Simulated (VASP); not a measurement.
# C in VASP: single point with LDA

Aim: the single point of C with LDA.

Everything below comes from runs of VASP 6.6.1. Logs are shortened: lines on timing, memory, paths and dates and some standing lists are left out, and cuts for length are marked.

### 1 The cell of the first run

The cell holds a slab with vacuum, 6 atoms: a = 2.445 Å, b = 3.601 Å, c = 18.831 Å, α = 90.00°, β = 90.00°, γ = 109.84°.

### 2 Single point, LDA

Contents of INCAR:

```
SYSTEM = C
ALGO = Normal ; DIPOL = 0.5 0.5 0.500
EDIFF = 1E-7 ; ENCUT = 520
IDIPOL = 3 ; ISIF = 2
ISMEAR = 0 ; ISYM = 0
LASPH = .True. ; LCHARG = .False.
LDIPOL = .True. ; LREAL = .False.
LWAVE = .False. ; NBANDS = 21
NELM = 60 ; PREC = Accurate
SIGMA = 0.05
```

Contents of KPOINTS:

```
k-points
0
Gamma
  11 8 1
  0 0 0
```

Contents of POSCAR:

```
C
1.0
    2.4446331640      0.0000000000      0.0000000000
   -1.2223165820      3.3869645846      0.0000000000
    0.0000000000      0.0000000000     18.8312022581
C
6
Direct
    0.8041588806      0.6083177611      0.3717234781
    0.3260816318      0.6521632635      0.4083597250
    0.3692791367      0.7385582734      0.4816818765
    0.8923251393      0.7846530101      0.5172569179
    0.9431289292      0.8862589116      0.5935023432
    0.4654060012      0.9308089938      0.6249420253
```

Potentials or basis: VASP PAW LDA potentials, release 64 (C).

Launch:

```console
$ cat potpaw_LDA.64/C/POTCAR > POTCAR
$ mpirun -np 1 vasp_std > vasp.out
```

OUTCAR:

```text
SYSTEM = C
   EDIFF = 1E-7
   ENCUT = 520
   ISIF = 2
   ISMEAR = 0
   ISYM = 0
   LASPH = .True.
   LREAL = .False.
   NELM = 60
   PREC = Accurate

 ion  position               nearest neighbor table
   1  0.804  0.608  0.372-   2 1.41   2 1.41
   2  0.326  0.652  0.408-   1 1.41   1 1.41   3 1.41
   3  0.369  0.739  0.482-   4 1.40   4 1.40   2 1.41
   4  0.892  0.785  0.517-   3 1.40   3 1.40   5 1.48
   5  0.943  0.886  0.594-   6 1.37   6 1.37   4 1.48
   6  0.465  0.931  0.625-   5 1.37   5 1.37

IMPORTANT INFORMATION: All symmetrisations will be switched off!
NOSYMM: (Re-)initialisation of all symmetry stuff for point group C_1.

----------------------------------------------------------------------------------------

                                     Primitive cell

  volume of cell :     155.9202

  direct lattice vectors                    reciprocal lattice vectors
     2.444633164  0.000000000  0.000000000     0.409059328  0.147624809  0.000000000
    -1.222316582  3.386964585  0.000000000     0.000000000  0.295249618  0.000000000
     0.000000000  0.000000000 18.831202258     0.000000000  0.000000000  0.053103354

  length of vectors
     2.444633164  3.600775878 18.831202258     0.434882304  0.295249618  0.053103354

  position of ions in fractional coordinates (direct lattice)
     0.804158881  0.608317761  0.371723478
     0.326081632  0.652163264  0.408359725
     0.369279137  0.738558273  0.481681876
     0.892325139  0.784653010  0.517256918
     0.943128929  0.886258912  0.593502343
     0.465406001  0.930808994  0.624942025

  ion indices of the primitive-cell ions
   primitive index   ion index
                 1           1
                 2           2
                 3           3
                 4           4
                 5           5
                 6           6

----------------------------------------------------------------------------------------

 KPOINTS: k-points

Automatic generation of k-mesh.
 Grid dimensions read from file:
 generate k-points for:   11    8    1

 Generating k-lattice:

  Cartesian coordinates                     Fractional coordinates (reciprocal lattice)
     0.037187212  0.013420437  0.000000000     0.090909091  0.000000000  0.000000000
     0.000000000  0.036906202  0.000000000     0.000000000  0.125000000  0.000000000
     0.000000000  0.000000000  0.053103354     0.000000000  0.000000000  1.000000000

  Length of vectors
     0.039534755  0.036906202  0.053103354

  Shift w.r.t. Gamma in fractional coordinates (k-lattice)
     0.000000000  0.000000000  0.000000000

 -----------------------------------------------------------------------------
|                                                                             |
|           W    W    AA    RRRRR   N    N  II  N    N   GGGG   !!!           |
|           W    W   A  A   R    R  NN   N  II  NN   N  G    G  !!!           |
|           W    W  A    A  R    R  N N  N  II  N N  N  G       !!!           |
|           W WW W  AAAAAA  RRRRR   N  N N  II  N  N N  G  GGG   !            |
|           WW  WW  A    A  R   R   N   NN  II  N   NN  G    G                |
|           W    W  A    A  R    R  N    N  II  N    N   GGGG   !!!           |
|                                                                             |
|     Your reciprocal lattice and k-lattice belong to different lattice       |
|     classes:                                                                |
|                                                                             |
|        The reciprocal lattice is base centered orthorhombic,                |
|        whereas your k-lattice is simple monoclinic.                         |
|                                                                             |
|     Results are often still useful ...                                      |
|                                                                             |
 -----------------------------------------------------------------------------

 WARNING: IBZKPT: internal override: KBLOWUP is changed to .FALSE.
      ... skipping the blow-up phase ...

 Subroutine IBZKPT returns following result:
 ===========================================

 Found     45 irreducible k-points:

 Following reciprocal coordinates:
            Coordinates               Weight
  0.000000  0.000000  0.000000      1.000000
  0.090909 -0.000000  0.000000      2.000000
  0.181818  0.000000  0.000000      2.000000
  0.272727  0.000000  0.000000      2.000000
  0.363636 -0.000000  0.000000      2.000000
  0.454545 -0.000000  0.000000      2.000000
[... 16 lines left out ...]
  0.454545  0.250000  0.000000      2.000000
 -0.454545  0.250000  0.000000      2.000000
 [... further k-points ...]
   k-points           NKPTS =     45   k-points in BZ     NKDIM =     45   number of bands    NBANDS=     21
   number of dos      NEDOS =    301   number of ions     NIONS =      6
   total plane-waves  NPLWV =  70560
   dimension x,y,z NGX =    18 NGY =   28 NGZ =  140
   dimension x,y,z NGXF=    36 NGYF=   56 NGZF=  280
   ions per type =               6
   NGX,Y,Z   is equivalent  to a cutoff of  12.24, 12.93, 12.36 a.u.
   NGXF,Y,Z  is equivalent  to a cutoff of  24.48, 25.85, 24.72 a.u.
 SYSTEM =  C
   PREC   = accura    normal or accurate (medium, high low for compatibility)
   ISTART =      0    job   : 0-new  1-cont  2-samecut
   ICHARG =      2    charge: 1-file 2-atom 10-const
   ISPIN  =      1    spin polarized calculation?
   LNONCOLLINEAR =      F non collinear calculations
   LSORBIT =      F    spin-orbit coupling
   LASPH  =      T    aspherical Exc in radial PAW
   ENCUT  =  520.0 eV  38.22 Ry    6.18 a.u.   4.55  6.70 35.01*2*pi/ulx,y,z
   NELM   =     60;   NELMIN=  2; NELMDL= -5     # of ELM steps
   EDIFF  = 0.1E-06   stopping-criterion for ELM
   LREAL  =      F    real-space projection
   EDIFFG = 0.1E-05   stopping-criterion for IOM
   NSW    =      0    number of steps for IOM
   IBRION =     -1    ionic relax: 0-MD 1-quasi-New 2-CG
   NFREE  =      0    steps in history (QN), initial steepest desc. (CG)
   ISIF   =      2    stress and relaxation
   ISYM   =      0    0-nonsym 1-usesym 2-fastsym
   POTIM  = 0.5000    time-step for ionic-motion
   TEBEG  =    0.0;   TEEND  =   0.0 temperature during run
   PSTRESS=    0.0 pullay stress
   NELECT =      24.0000    total number of electrons
   NUPDOWN=      -1.0000    fix difference up-down
   EMIN   =  10.00;   EMAX   =-10.00  energy-range for DOS
   EFERMI =   0.00;   METHOD = LEGACY
   ISMEAR =     0;   SIGMA  =   0.05  broadening in eV -4-tet -1-fermi 0-gaus
   EFERMI_NEDOS =   21; number of points for ismear=-14 and -15
   IALGO  =     38    algorithm
   IMIX   =      4    mixing-type and parameters
     AMIX     =   0.40;   BMIX     =  1.00
     AMIX_MAG =   1.60;   BMIX_MAG =  1.00
  volume/ion in A,a.u.               =      25.99       175.37
  Fermi-wavevector in a.u.,A,eV,Ry     =   0.877360  1.657970 10.473226  0.769760
  Thomas-Fermi vector in A             =   1.997298
   LORBIT       =      0    0 simple, 1 ext, 2 COOP (PROOUT), +10 PAW based schemes
   GGA     = CA    functional components
   LHFCALC =     F    Hartree Fock is set to
   AEXX    =    0.0000 exact exchange contribution
   IVDW    =     0    specifies the selected vdW correction
   LEPSILON=     F    determine dielectric tensor
   LRPA    =     F    only Hartree local field effects (RPA)
 non-spin polarized calculation
 Gauss-broadening in eV      SIGMA  =   0.05
  energy-cutoff  :      520.00
  volume of cell :      155.92
 maximum number of plane-waves:      4252
 NGX is ok and might be reduce to    18
   NGX =  9   NGY = 13   NGZ = 71

 dipolmoment           0.000000      0.000000      0.032734 electrons x Angstroem

 number of electron      24.0000001 magnetization

 dipolmoment           0.000000      0.000000     -0.025743 electrons x Angstroem

 Free energy of the ion-electron system (eV)
  ---------------------------------------------------
  ext. energy  EPLUGINS =         0.00000000
  ---------------------------------------------------
  free energy    TOTEN  =       -53.67405665 eV

  energy without entropy =      -53.66943683  energy(sigma->0) =      -53.67174674

 E-fermi :  -3.1038     XC(G=0):  -4.5067

 val. band max:       -3.1137241834   @ k =   0.2727   0.0000   0.0000
 cond. band min:      -3.0887026808   @ k =  -0.3636   0.3750   0.0000
 fundamental gap:      0.0250215026
 Fermi energy:        -3.1038223709

 k-point     1 :       0.0000    0.0000    0.0000
  band No.  band energies     occupation
      1     -22.0054      2.00000
      2     -20.2607      2.00000
      3     -17.7714      2.00000
      4     -13.4481      2.00000
      5      -9.3725      2.00000
      6      -9.1650      2.00000
[... 13 lines left out ...]
     20       4.9419      0.00000
     21       5.1906      0.00000

 k-point     2 :       0.0909   -0.0000    0.0000
  band No.  band energies     occupation
      1     -21.8520      2.00000
      2     -20.1137      2.00000
      3     -17.6395      2.00000
      4     -13.3395      2.00000
      5      -9.7465      2.00000
      6      -9.3525      2.00000
[... 13 lines left out ...]
     20       4.8760      0.00000
     21       5.9408      0.00000

 k-point     3 :       0.1818    0.0000    0.0000
  band No.  band energies     occupation
      1     -21.3943      2.00000
      2     -19.6756      2.00000
      3     -17.2455      2.00000
      4     -13.0579      2.00000
      5     -11.1319      2.00000
      6     -10.0332      2.00000
[... 13 lines left out ...]
     20       5.3624      0.00000
     21       5.7220      0.00000
[... 457 lines left out ...]
 k-point    23 :       0.4545    0.2500    0.0000
  band No.  band energies     occupation
      1     -18.1678      2.00000
      2     -17.0686      2.00000
      3     -16.3795      2.00000
      4     -15.2678      2.00000
      5     -14.4898      2.00000
      6     -13.2862      2.00000
[... 13 lines left out ...]
     20       8.8608      0.00000
     21       9.0127      0.00000

 k-point    24 :      -0.4545    0.2500    0.0000
  band No.  band energies     occupation
      1     -18.4162      2.00000
      2     -17.0271      2.00000
      3     -16.3934      2.00000
      4     -15.1029      2.00000
      5     -14.6201      2.00000
      6     -13.1750      2.00000
[... 13 lines left out ...]
     20       7.5105      0.00000
     21       8.1044      0.00000

 [... further k-points ...]

------------------------ aborting loop because EDIFF is reached ----------------------------------------

 vacuum level on the upper side and lower side of the slab       (xc-potential included)        -0.285         0.259

  FORCE on cell =-STRESS in cart. coord.  units (eV):
  Direction    XX          YY          ZZ          XY          YZ          ZX
  --------------------------------------------------------------------------------------
  -------------------------------------------------------------------------------------
  Total        0.5786105     -0.4440755      1.1583987     -0.0026378      0.3720524     -0.0003376
  in kB        5.9455833     -4.5631521     11.9032683     -0.0271047      3.8230708     -0.0034688
  external PRESSURE =       4.4285665 kB  Pullay stress =       0.0000000 kB

 VOLUME and BASIS-vectors are now :
 -----------------------------------------------------------------------------
  energy-cutoff  :      520.00
  volume of cell :      155.92
      direct lattice vectors                 reciprocal lattice vectors
     2.444633164  0.000000000  0.000000000     0.409059328  0.147624809  0.000000000
    -1.222316582  3.386964585  0.000000000     0.000000000  0.295249618  0.000000000
     0.000000000  0.000000000 18.831202258     0.000000000  0.000000000  0.053103354

 POSITION                                       TOTAL-FORCE (eV/Angst)
 -----------------------------------------------------------------------------------
      1.22232      2.06035      7.00000        -0.000023      0.347472      1.817549
      0.00000      2.20885      7.68990         0.000012     -0.754739     -3.460521
      0.00000      2.50147      9.07065        -0.000072      0.389469      1.565735
      1.22231      2.65759      9.74057         0.000241     -0.003688     -0.000169
      1.22232      3.00173     11.17636        -0.000217      0.004917      0.019897
      0.00000      3.15262     11.76841         0.000058      0.016570      0.057509
 -----------------------------------------------------------------------------------
    total drift:                               -0.000069     -0.000023     -0.000161

  FREE ENERGIE OF THE ION-ELECTRON SYSTEM (eV)
  ---------------------------------------------------
  free  energy   TOTEN  =       -53.6740566453 eV

  energy  without entropy=      -53.6694368318  energy(sigma->0) =      -53.67174674

 vacuum level on the upper side and lower side of the slab         3.431         3.991
```

Run time: 6.1 min. Hardware: 1 thread of Intel Xeon 8259CL, shared host; peak memory 0.26 GiB.

Results:

```yaml
Free_energy: -53.6741 eV
Largest_force: 3.542 eV/Å
Band_gap_on_the_k_mesh: zero (band 12 reaches -3.01 eV, above the bottom of band 13 at -3.16 eV)
```

Forces in eV/Å, atoms in the order of the input:
```
C    0.000  0.347  1.818
C    0.000 -0.755 -3.461
C    0.000  0.389  1.566
C    0.000 -0.004  0.000
C    0.000  0.005  0.020
C    0.000  0.017  0.058
```
